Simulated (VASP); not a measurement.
# ZrN (Fm-3m) in VASP: a series of runs

ZrN is run at these levels: PBEsol; tasks: single point, relaxation of cell and atoms.

Everything below comes from runs of VASP 6.6.1. Logs are shortened: lines on timing, memory, paths and dates and some standing lists are left out, and cuts for length are marked.

## (1) The cell of the first run

It takes space group Fm-3m (No. 225, cubic). Conventional cell: a = 4.559 Å, b = 4.559 Å, c = 4.559 Å, α = 90.00°, β = 90.00°, γ = 90.00°. Zr (site symmetry m-3m) has 6 N at 2.28 Å within 3.0 Å. Within 3.0 Å of N (site symmetry m-3m) lie 6 Zr at 2.28 Å.

## (2) Single point, PBEsol

Contents of INCAR:

```
  PREC = Accurate
  ENCUT = 600
  EDIFF = 1E-6
  ISMEAR = -1
  SIGMA = 0.15
  LREAL = F
  LASPH = T
  NELM = 120
  ALGO = Normal
  ISIF = 2
  LWAVE = F
  LCHARG = F
  GGA = PS
  NBANDS = 16
  GGA_COMPAT = F
```

Contents of KPOINTS:

```
regular mesh
0
Gamma
  16 16 16
```

Contents of POSCAR:

```
ZrN
1.0
    0.0000000000      2.2793691761      2.2793691761
    2.2793691761      0.0000000000      2.2793691761
    2.2793691761      2.2793691761      0.0000000000
Zr N
1 1
Direct
    0.0000000000      0.0000000000      0.0000000000
    0.5000000000      0.5000000000      0.5000000000
```

Potentials or basis: VASP PAW PBE potentials, release 64 (Zr_sv, N).

Run with:

```bash
$ cat potpaw_PBE.64/Zr_sv/POTCAR potpaw_PBE.64/N/POTCAR > POTCAR
$ mpirun -np 1 vasp_std > vasp.out
```

OUTCAR:

```text
PREC = Accurate
   ENCUT = 600
   EDIFF = 1E-6
   ISMEAR = -1
   LREAL = F
   LASPH = T
   NELM = 120
   ISIF = 2
   GGA = PS

 ion  position               nearest neighbor table
   1  0.000  0.000  0.000-   2 2.28   2 2.28   2 2.28   2 2.28   2 2.28   2 2.28
   2  0.500  0.500  0.500-   1 2.28   1 2.28   1 2.28   1 2.28   1 2.28   1 2.28

  LATTYP: Found a face centered cubic cell.
 ALAT       =     4.5587383522

  Lattice vectors:

 A1 = (   0.0000000000,   2.2793691761,   2.2793691761)
 A2 = (   2.2793691761,   0.0000000000,   2.2793691761)
 A3 = (   2.2793691761,   2.2793691761,   0.0000000000)

Analysis of symmetry for initial positions (statically):
=====================================================================
 Subroutine PRICEL returns:
 Original cell was already a primitive cell.

 Routine SETGRP: Setting up the symmetry group for a
 face centered cubic supercell.

 Subroutine GETGRP returns: Found 48 space group operations
 (whereof 48 operations were pure point group operations)
 out of a pool of 48 trial point group operations.

The static configuration has the point symmetry O_h .

Analysis of symmetry for dynamics (positions and initial velocities):
=====================================================================
 Subroutine PRICEL returns:
 Original cell was already a primitive cell.

 Routine SETGRP: Setting up the symmetry group for a
 face centered cubic supercell.

 Subroutine GETGRP returns: Found 48 space group operations
 (whereof 48 operations were pure point group operations)
 out of a pool of 48 trial point group operations.

The dynamic configuration has the point symmetry O_h .

 Subroutine INISYM returns: Found 48 space group operations
 (whereof 48 operations are pure point group operations),
 and found     1 'primitive' translations

----------------------------------------------------------------------------------------

                                     Primitive cell

  volume of cell :      23.6850

  direct lattice vectors                    reciprocal lattice vectors
     0.000000000  2.279369176  2.279369176    -0.219358937  0.219358937  0.219358937
     2.279369176  0.000000000  2.279369176     0.219358937 -0.219358937  0.219358937
     2.279369176  2.279369176  0.000000000     0.219358937  0.219358937 -0.219358937

  length of vectors
     3.223514802  3.223514802  3.223514802     0.379940824  0.379940824  0.379940824

  position of ions in fractional coordinates (direct lattice)
     0.000000000  0.000000000  0.000000000
     0.500000000  0.500000000  0.500000000

  ion indices of the primitive-cell ions
   primitive index   ion index
                 1           1
                 2           2

----------------------------------------------------------------------------------------

 KPOINTS: regular mesh

Automatic generation of k-mesh.
 Grid dimensions read from file:
 generate k-points for:   16   16   16

 Generating k-lattice:

  Cartesian coordinates                     Fractional coordinates (reciprocal lattice)
    -0.013709934  0.013709934  0.013709934     0.062500000  0.000000000  0.000000000
     0.013709934 -0.013709934  0.013709934     0.000000000  0.062500000  0.000000000
     0.013709934  0.013709934 -0.013709934     0.000000000  0.000000000  0.062500000

  Length of vectors
     0.023746302  0.023746302  0.023746302

  Shift w.r.t. Gamma in fractional coordinates (k-lattice)
     0.000000000  0.000000000  0.000000000

 Subroutine IBZKPT returns following result:
 ===========================================

 Found    145 irreducible k-points:

 Following reciprocal coordinates:
            Coordinates               Weight
  0.000000  0.000000  0.000000      1.000000
  0.062500  0.000000  0.000000      8.000000
  0.125000  0.000000  0.000000      8.000000
  0.187500  0.000000  0.000000      8.000000
  0.250000  0.000000  0.000000      8.000000
  0.312500  0.000000  0.000000      8.000000
[... 16 lines left out ...]
 -0.125000  0.062500  0.000000     24.000000
 -0.062500  0.062500  0.000000     12.000000
 [... further k-points ...]
   k-points           NKPTS =    145   k-points in BZ     NKDIM =    145   number of bands    NBANDS=     16
   number of dos      NEDOS =    301   number of ions     NIONS =      2
   total plane-waves  NPLWV =  21952
   dimension x,y,z NGX =    28 NGY =   28 NGZ =   28
   dimension x,y,z NGXF=    56 NGYF=   56 NGZF=   56
   ions per type =               1   1
   NGX,Y,Z   is equivalent  to a cutoff of  14.44, 14.44, 14.44 a.u.
   NGXF,Y,Z  is equivalent  to a cutoff of  28.88, 28.88, 28.88 a.u.
 SYSTEM =  unknown system
   PREC   = accura    normal or accurate (medium, high low for compatibility)
   ISTART =      0    job   : 0-new  1-cont  2-samecut
   ICHARG =      2    charge: 1-file 2-atom 10-const
   ISPIN  =      1    spin polarized calculation?
   LNONCOLLINEAR =      F non collinear calculations
   LSORBIT =      F    spin-orbit coupling
   LASPH  =      T    aspherical Exc in radial PAW
   ENCUT  =  600.0 eV  44.10 Ry    6.64 a.u.   6.44  6.44  6.44*2*pi/ulx,y,z
   NELM   =    120;   NELMIN=  2; NELMDL= -5     # of ELM steps
   EDIFF  = 0.1E-05   stopping-criterion for ELM
   LREAL  =      F    real-space projection
   EDIFFG = 0.1E-04   stopping-criterion for IOM
   NSW    =      0    number of steps for IOM
   IBRION =     -1    ionic relax: 0-MD 1-quasi-New 2-CG
   NFREE  =      0    steps in history (QN), initial steepest desc. (CG)
   ISIF   =      2    stress and relaxation
   ISYM   =      2    0-nonsym 1-usesym 2-fastsym
   POTIM  = 0.5000    time-step for ionic-motion
   TEBEG  =    0.0;   TEEND  =   0.0 temperature during run
   PSTRESS=    0.0 pullay stress
   NELECT =      17.0000    total number of electrons
   NUPDOWN=      -1.0000    fix difference up-down
   EMIN   =  10.00;   EMAX   =-10.00  energy-range for DOS
   EFERMI =   0.00;   METHOD = LEGACY
   ISMEAR =    -1;   SIGMA  =   0.15  broadening in eV -4-tet -1-fermi 0-gaus
   EFERMI_NEDOS =   21; number of points for ismear=-14 and -15
   IALGO  =     38    algorithm
   IMIX   =      4    mixing-type and parameters
     AMIX     =   0.40;   BMIX     =  1.00
     AMIX_MAG =   1.60;   BMIX_MAG =  1.00
  volume/ion in A,a.u.               =      11.84        79.92
  Fermi-wavevector in a.u.,A,eV,Ry     =   1.465772  2.769908 29.231954  2.148488
  Thomas-Fermi vector in A             =   2.581589
   LORBIT       =      0    0 simple, 1 ext, 2 COOP (PROOUT), +10 PAW based schemes
   GGA     = PS    functional components
   LHFCALC =     F    Hartree Fock is set to
   AEXX    =    0.0000 exact exchange contribution
   IVDW    =     0    specifies the selected vdW correction
   LEPSILON=     F    determine dielectric tensor
   LRPA    =     F    only Hartree local field effects (RPA)
 non-spin polarized calculation
  energy-cutoff  :      600.00
  volume of cell :       23.69
 maximum number of plane-waves:       817
 NGX is ok and might be reduce to    28
   NGX = 13   NGY = 13   NGZ = 13

 number of electron      17.0000000 magnetization

 Free energy of the ion-electron system (eV)
  ---------------------------------------------------
  ext. energy  EPLUGINS =         0.00000000
  ---------------------------------------------------
  free energy    TOTEN  =       -21.57824001 eV

  energy without entropy =      -21.53137193  energy(sigma->0) =      -21.55480597

 E-fermi :  12.0360     XC(G=0): -12.7697

 val. band max:       12.0340589319   @ k =  -0.1250   0.0625   0.0000
 cond. band min:      12.0427617444   @ k =  -0.4375   0.3125   0.1250
 fundamental gap:      0.0087028126
 Fermi energy:        12.0360159155

 k-point     1 :       0.0000    0.0000    0.0000
  band No.  band energies     occupation
      1     -37.3591      2.00000
      2     -14.9905      2.00000
      3     -14.9905      2.00000
      4     -14.9905      2.00000
      5      -4.2366      2.00000
      6       9.3847      2.00000
[... 8 lines left out ...]
     15      21.1750      0.00000
     16      34.8988      0.00000

 k-point     2 :       0.0625    0.0000    0.0000
  band No.  band energies     occupation
      1     -37.3533      2.00000
      2     -15.0447      2.00000
      3     -14.9945      2.00000
      4     -14.9945      2.00000
      5      -4.1519      2.00000
      6       9.0291      2.00000
[... 8 lines left out ...]
     15      21.4518      0.00000
     16      33.8358      0.00000

 k-point     3 :       0.1250    0.0000    0.0000
  band No.  band energies     occupation
      1     -37.3367      2.00000
      2     -15.1951      2.00000
      3     -15.0055      2.00000
      4     -15.0055      2.00000
      5      -3.9109      2.00000
      6       8.2251      2.00000
[... 8 lines left out ...]
     15      22.2165      0.00000
     16      32.1160      0.00000

 k-point     4 :       0.1875    0.0000    0.0000
  band No.  band energies     occupation
      1     -37.3117      2.00000
      2     -15.4118      2.00000
      3     -15.0220      2.00000
      4     -15.0220      2.00000
      5      -3.5505      2.00000
      6       7.2831      2.00000
[... 8 lines left out ...]
     15      23.2669      0.00000
     16      30.5701      0.00000
[... 324 lines left out ...]
 k-point    22 :      -0.1875    0.0625    0.0000
  band No.  band energies     occupation
      1     -37.2980      2.00000
      2     -15.5007      2.00000
      3     -15.0759      2.00000
      4     -15.0116      2.00000
      5      -3.3731      2.00000
      6       6.8134      2.00000
[... 8 lines left out ...]
     15      23.7855      0.00000
     16      29.0374      0.00000

 k-point    23 :      -0.1250    0.0625    0.0000
  band No.  band energies     occupation
      1     -37.3245      2.00000
      2     -15.2820      2.00000
      3     -15.0494      2.00000
      4     -14.9978      2.00000
      5      -3.7441      2.00000
      6       7.6720      2.00000
[... 8 lines left out ...]
     15      22.7519      0.00000
     16      30.7359      0.00000

 k-point    24 :      -0.0625    0.0625    0.0000
  band No.  band energies     occupation
      1     -37.3439      2.00000
      2     -15.1194      2.00000
      3     -15.0209      2.00000
      4     -14.9918      2.00000
      5      -4.0174      2.00000
      6       8.4713      2.00000
[... 8 lines left out ...]
     15      21.8899      0.00000
     16      32.5582      0.00000

 [... further k-points ...]

------------------------ aborting loop because EDIFF is reached ----------------------------------------

  FORCE on cell =-STRESS in cart. coord.  units (eV):
  Direction    XX          YY          ZZ          XY          YZ          ZX
  --------------------------------------------------------------------------------------
  -------------------------------------------------------------------------------------
  Total       -0.1056646     -0.1056646     -0.1056646      0.0000000      0.0000000      0.0000000
  in kB       -7.1476950     -7.1476950     -7.1476950      0.0000000      0.0000000      0.0000000
  external PRESSURE =      -7.1476950 kB  Pullay stress =       0.0000000 kB

 VOLUME and BASIS-vectors are now :
 -----------------------------------------------------------------------------
  energy-cutoff  :      600.00
  volume of cell :       23.69
      direct lattice vectors                 reciprocal lattice vectors
     0.000000000  2.279369176  2.279369176    -0.219358937  0.219358937  0.219358937
     2.279369176  0.000000000  2.279369176     0.219358937 -0.219358937  0.219358937
     2.279369176  2.279369176  0.000000000     0.219358937  0.219358937 -0.219358937

 POSITION                                       TOTAL-FORCE (eV/Angst)
 -----------------------------------------------------------------------------------
      0.00000      0.00000      0.00000        -0.000000     -0.000000     -0.000000
      2.27937      2.27937      2.27937         0.000000      0.000000      0.000000
 -----------------------------------------------------------------------------------
    total drift:                                0.000000      0.000000      0.000000

  FREE ENERGIE OF THE ION-ELECTRON SYSTEM (eV)
  ---------------------------------------------------
  free  energy   TOTEN  =       -21.5782400148 eV

  energy  without entropy=      -21.5313719299  energy(sigma->0) =      -21.55480597
```

Wall time 65 s (1 thread of Intel Xeon 6975P-C, shared host); peak memory 0.21 GiB.

Results:

```
Free energy : -21.5782 eV
Pressure    : -0.7 GPa
```

Levels at points of the mesh, in eV from the Fermi level:
```
           k point  band 7  band 8  band 9  band 10  band 11  band 12
(0.00, 0.00, 0.00)   -2.65   -2.65   -0.42    -0.42    -0.42     1.62
(0.50, 0.00, 0.00)   -5.77   -5.77    3.13     3.20     3.20     4.79
(0.50, 0.50, 0.00)   -3.59   -3.14   -3.14     3.47     4.70     4.70
```

Caveat: the PAW data sets were made with another functional, which shifts forces and pressure a little.

## (3) Relaxation of cell and atoms, PBEsol, target pressure -1 GPa, at which the enthalpy is minimised

This run uses another cell than the first one, of 11.80 Å³/atom, 0.996 times its volume.

Contents of INCAR:

```
SYSTEM = ZrN
ALGO = Normal ; EDIFF = 1E-7
EDIFFG = -0.001 ; ENCUT = 600
GGA = PS ; GGA_COMPAT = .False.
IBRION = 2 ; ISIF = 3
ISMEAR = -1 ; LASPH = .True.
LCHARG = .False. ; LREAL = .False.
LWAVE = .False. ; NELM = 120
NELMIN = 4 ; NSW = 80
PREC = Accurate ; PSTRESS = -10.0
SIGMA = 0.15
```

Contents of KPOINTS:

```
k-points
0
Gamma
  16 16 16
  0 0 0
```

Contents of POSCAR:

```
ZrN
1.0
    0.0000000000      2.2765405740      2.2765405740
    2.2765405740      0.0000000000      2.2765405740
    2.2765405740      2.2765405740      0.0000000000
Zr N
1 1
Direct
    0.0000000000      0.0000000000      0.0000000000
    0.5000000000      0.5000000000      0.5000000000
```

Potentials or basis: VASP PAW PBE potentials, release 64 (Zr_sv, N).

Run with:

```bash
$ cat potpaw_PBE.64/Zr_sv/POTCAR potpaw_PBE.64/N/POTCAR > POTCAR
$ mpirun -np 1 vasp_std > vasp.out
```

It took 2.1 min on 1 thread of Intel Xeon 6975P-C, shared host; peak memory 0.21 GiB.

The run converged. Its results:

```
Free energy                                            : -21.5780 eV
Relaxed volume                                         : 11.86 Å³/atom
Relaxed cell                                           : a = 3.225 Å, b = 3.225 Å, c = 3.225 Å, α = 60.00°, β = 60.00°, γ = 60.00°
Space group after relaxing (to 0.05 Å)                 : Fm-3m (No. 225)
Energy change on relaxing (the enthalpy is what falls) : +0.1 meV/atom
Ionic steps                                            : 3
Pressure after relaxing                                : -1.0 GPa
```

The path:
```tsv
step	energy change (eV)	largest force (eV/Å)	pressure (GPa)	volume (Å³)
1	0.0000	0.0000	0.29	23.60
2	0.0031	0.0000	-3.32	23.92
3	0.0003	0.0000	-1.00	23.71
```

Final structure:
```
Zr N
1.0
     0.00000    2.28020    2.28020
     2.28020    0.00000    2.28020
     2.28020    2.28020    0.00000
Zr N
1 1
Direct
  0.00000 0.00000 0.00000
  0.50000 0.50000 0.50000
```

Levels at points of the mesh, in eV from the Fermi level:
```csv
k point,band 6,band 7,band 8,band 9,band 10,band 11,band 12
"(0.00, 0.00, 0.00)",-2.65,-2.65,-2.65,-0.42,-0.42,-0.42,1.61
"(0.50, 0.00, 0.00)",-7.76,-5.76,-5.76,3.12,3.19,3.19,4.78
"(0.50, 0.50, 0.00)",-4.53,-3.58,-3.14,-3.14,3.47,4.70,4.70
```

Caveat: the cell is relaxed towards a set pressure, so the enthalpy falls and the energy may rise; the PAW data sets were made with another functional, which shifts forces and pressure a little. Zero-point motion and thermal expansion aren't in these numbers.
